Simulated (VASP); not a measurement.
# Pt (Im-3m) in VASP: notebook, part 3 of 3

VASP 6.6.1.

### 6 Single point, PBEsol

This run uses another cell than the first one, of 15.19 Å³/atom.

The input, INCAR:

```
SYSTEM = Pt
PREC = Accurate ; ENCUT = 520
EDIFF = 1E-7 ; ISMEAR = -1
SIGMA = 0.05 ; LREAL = .FALSE.
LASPH = .TRUE. ; NELM = 100
ALGO = Fast ; ISIF = 2
LWAVE = .FALSE. ; LCHARG = .FALSE.
GGA = PS ; NBANDS = 11
```

The input, KPOINTS:

```
regular mesh
0
G
  12 12 12
  0 0 0
```

The input, POSCAR:

```
Pt
1.0
   -1.5602942147      1.5602942147      1.5602942147
    1.5602942147     -1.5602942147      1.5602942147
    1.5602942147      1.5602942147     -1.5602942147
Pt
1
Direct
    0.0000000000      0.0000000000      0.0000000000
```

Potentials or basis: VASP PAW PBE potentials, release 64 (Pt).

Started as:

```sh
$ cat potpaw_PBE.64/Pt/POTCAR > POTCAR
$ mpirun -np 1 vasp_std > vasp.out
```

OUTCAR:

```text
SYSTEM = Pt
   PREC = Accurate
   ENCUT = 520
   EDIFF = 1E-7
   ISMEAR = -1
   LREAL = .FALSE.
   LASPH = .TRUE.
   NELM = 100
   ISIF = 2
   GGA = PS

 ion  position               nearest neighbor table
   1  0.000  0.000  0.000-

  LATTYP: Found a body centered cubic cell.
 ALAT       =     3.1205884294

  Lattice vectors:

 A1 = (  -1.5602942147,   1.5602942147,   1.5602942147)
 A2 = (   1.5602942147,  -1.5602942147,   1.5602942147)
 A3 = (   1.5602942147,   1.5602942147,  -1.5602942147)

Analysis of symmetry for initial positions (statically):
=====================================================================
 Subroutine PRICEL returns:
 Original cell was already a primitive cell.

 Routine SETGRP: Setting up the symmetry group for a
 body centered cubic supercell.

 Subroutine GETGRP returns: Found 48 space group operations
 (whereof 48 operations were pure point group operations)
 out of a pool of 48 trial point group operations.

The static configuration has the point symmetry O_h .

Analysis of symmetry for dynamics (positions and initial velocities):
=====================================================================
 Subroutine PRICEL returns:
 Original cell was already a primitive cell.

 Routine SETGRP: Setting up the symmetry group for a
 body centered cubic supercell.

 Subroutine GETGRP returns: Found 48 space group operations
 (whereof 48 operations were pure point group operations)
 out of a pool of 48 trial point group operations.

The dynamic configuration has the point symmetry O_h .

 Subroutine INISYM returns: Found 48 space group operations
 (whereof 48 operations are pure point group operations),
 and found     1 'primitive' translations

----------------------------------------------------------------------------------------

[... 114 lines left out ...]
   LORBIT       =      0    0 simple, 1 ext, 2 COOP (PROOUT), +10 PAW based schemes
   GGA     = PS    functional components
   LHFCALC =     F    Hartree Fock is set to
   AEXX    =    0.0000 exact exchange contribution
   IVDW    =     0    specifies the selected vdW correction
   LEPSILON=     F    determine dielectric tensor
   LRPA    =     F    only Hartree local field effects (RPA)
 non-spin polarized calculation
 RMM-DIIS sequential band-by-band and
  energy-cutoff  :      520.00
  volume of cell :       15.19
 maximum number of plane-waves:       420
   NGX =  9   NGY =  9   NGZ =  9

 number of electron      10.0000000 magnetization

 number of electron       9.9999997 magnetization

 Free energy of the ion-electron system (eV)
  ---------------------------------------------------
  ext. energy  EPLUGINS =         0.00000000
  ---------------------------------------------------
  free energy    TOTEN  =        -6.86948007 eV

  energy without entropy =       -6.86378223  energy(sigma->0) =       -6.86663115

 E-fermi :  10.6526     XC(G=0): -13.5763

 val. band max:       10.6036808704   @ k =   0.5000   0.5000   0.4167
 cond. band min:      10.6988875527   @ k =  -0.4167  -0.4167   0.1667
 fundamental gap:      0.0952066823
 Fermi energy:        10.6526139042

 k-point     1 :       0.0000    0.0000    0.0000
  band No.  band energies     occupation
      1       0.7531      2.00000
      2       7.0270      2.00000
      3       7.0270      2.00000
      4       7.0270      2.00000
      5       9.6879      2.00000
      6       9.6879      2.00000
      7      27.7996      0.00000
      8      27.7996      0.00000
      9      27.7996      0.00000
     10      38.3041      0.00000
     11      38.3045      0.00000
[... 309 lines left out ...]
 k-point    24 :       0.4167    0.0833    0.0833
  band No.  band energies     occupation
      1       4.2542      2.00000
      2       5.5076      2.00000
      3       8.9626      2.00000
      4       9.6435      2.00000
      5      10.0628      1.99998
      6      14.1861      0.00000
      7      16.9370      0.00000
      8      23.9459      0.00000
      9      24.9588      0.00000
     10      35.2242      0.00000
     11      35.5591      0.00000

 [... further k-points ...]

------------------------ aborting loop because EDIFF is reached ----------------------------------------

  FORCE on cell =-STRESS in cart. coord.  units (eV):
  Direction    XX          YY          ZZ          XY          YZ          ZX
  --------------------------------------------------------------------------------------
  -------------------------------------------------------------------------------------
  Total       -0.0320796     -0.0320796     -0.0320796      0.0000000      0.0000000     -0.0000000
  in kB       -3.3826723     -3.3826723     -3.3826723      0.0000000      0.0000000     -0.0000000
  external PRESSURE =      -3.3826723 kB  Pullay stress =       0.0000000 kB

 VOLUME and BASIS-vectors are now :
 -----------------------------------------------------------------------------
  energy-cutoff  :      520.00
  volume of cell :       15.19
      direct lattice vectors                 reciprocal lattice vectors
    -1.560294215  1.560294215  1.560294215     0.000000000  0.320452383  0.320452383
     1.560294215 -1.560294215  1.560294215     0.320452383  0.000000000  0.320452383
     1.560294215  1.560294215 -1.560294215     0.320452383  0.320452383  0.000000000

 POSITION                                       TOTAL-FORCE (eV/Angst)
 -----------------------------------------------------------------------------------
      0.00000      0.00000      0.00000        -0.000000      0.000000      0.000000
 -----------------------------------------------------------------------------------
    total drift:                                0.000000      0.000000      0.000000

  FREE ENERGIE OF THE ION-ELECTRON SYSTEM (eV)
  ---------------------------------------------------
  free  energy   TOTEN  =        -6.8694800744 eV

  energy  without entropy=       -6.8637822289  energy(sigma->0) =       -6.86663115
```

stdout:

```text
POSCAR found type information on POSCAR Pt
 POSCAR found :  1 types and       1 ions
 scaLAPACK will be used
 -----------------------------------------------------------------------------
|                                                                             |
|                                                                             |
|     You enforced a specific xc type in the INCAR file but a different       |
|     I HOPE YOU KNOW WHAT YOU ARE DOING!                                     |
|                                                                             |
 -----------------------------------------------------------------------------

 LDA part: xc-table for (Slater+PW92), standard interpolation
 POSCAR, INCAR and KPOINTS ok, starting setup
 FFT: planning ... GRIDC
 FFT: planning ... GRID_SOFT
 FFT: planning ... GRID
 WAVECAR not read
 entering main loop
```

Run time: 14 s. Hardware: 1 thread of Intel Xeon 8259CL, shared host; peak memory 0.13 GiB.

Results:

```
Free energy            : -6.8695 eV
Pressure               : -0.3 GPa
Band gap on the k mesh : zero (bands 5 and 6 overlap by 2.31 eV)
```

Caveat: the PAW data sets were made with another functional, which shifts forces and pressure a little; spin-orbit coupling is left out, which moves the levels of the heavy elements.

### 7 Summary

```csv
level,cell,k mesh,grid for exact exchange (PRECFOCK),share of exact exchange,screening parameter,gap on the mesh (eV),pressure (GPa)
PBE0,"a = 2.798 Å, angles 109.5°, 1 atom",8 × 8 × 8,Normal,0.25,-,none,-18.3
HSE06,"a = 2.762 Å, angles 109.5°, 1 atom",8 × 8 × 8,Normal,0.25,0.2079 1/Å,none,-11.6
PBEsol+D3(BJ),"a = 2.677 Å, angles 109.5°, 1 atom",12 × 12 × 12,-,-,-,none,-0.3
PBEsol+D3(BJ),"a = 2.685 Å, angles 109.5°, 1 atom",12 × 12 × 12,-,-,-,none,-2.9
PBEsol,"a = 2.703 Å, angles 109.5°, 1 atom",12 × 12 × 12,-,-,-,none,-0.3
```

Alike in all rows: task single point; potentials or basis VASP PAW PBE potentials, release 64 (Pt); no spin polarisation; cutoff (eV) 520; smearing fermi-dirac 0.05 eV.

Caveats: the PAW data sets were made with another functional, which shifts forces and pressure a little; spin-orbit coupling is left out, which moves the levels of the heavy elements; the cell stands under tension (at least some runs); three body term missing (at least some runs).

Absolute energies hang on the potentials; compare differences alone.
